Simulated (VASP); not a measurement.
Runs of VASP 6.6.1 on Rb. The structure is that of space group P6_3/mmc (No. 194), or close to it. The cells are those of the table. This isn't the form of Rb at room conditions, which is bcc.

```tsv
task	cell	k mesh	cutoff (eV)	gap on the mesh (eV)	pressure (GPa)
single point	a = 5.114, b = 5.114, c = 8.434 Å, angles 90.0, 90.0, 120.0°, 2 atoms	8 × 8 × 4	520	none	0.1
single point	a = 4.968, b = 4.968, c = 8.193 Å, angles 90.0, 90.0, 120.0°, 2 atoms	8 × 8 × 4	520	none	(a)
single point	a = 5.253, b = 5.253, c = 8.662 Å, angles 90.0, 90.0, 120.0°, 2 atoms	8 × 8 × 4	520	none	-0.1
relaxation of cell and atoms	relaxed from a = 4.976, b = 4.976, c = 8.125 Å, angles 90.0, 90.0, 120.0°, 2 atoms	7 × 7 × 4	600	none	0.0
single point	a = 5.042, b = 5.042, c = 8.316 Å, angles 90.0, 90.0, 120.0°, 2 atoms	8 × 8 × 4	520	none	0.2
single point	a = 5.185, b = 5.185, c = 8.550 Å, angles 90.0, 90.0, 120.0°, 2 atoms	12 × 12 × 6	520	none	0.0
single point	a = 5.185, b = 5.185, c = 8.550 Å, angles 90.0, 90.0, 120.0°, 2 atoms	7 × 7 × 4	520	none	0.0
single point	a = 5.185, b = 5.185, c = 8.550 Å, angles 90.0, 90.0, 120.0°, 2 atoms	8 × 8 × 4	520	none	0.0
```

Alike in all rows: level revPBE; potentials or basis VASP PAW PBE potentials, release 64 (Rb_sv); no spin polarisation; smearing fermi-dirac 0.1 eV.

Question: Estimate the missing entries.

Answer: (a) 0.4.

Caveats: the PAW data sets were made with another functional, which shifts forces and pressure a little.

A k mesh can miss the band edges, and the runs leave out spin-orbit coupling on Rb.

A gap of «none» marks levels without a gap at the run's occupations.
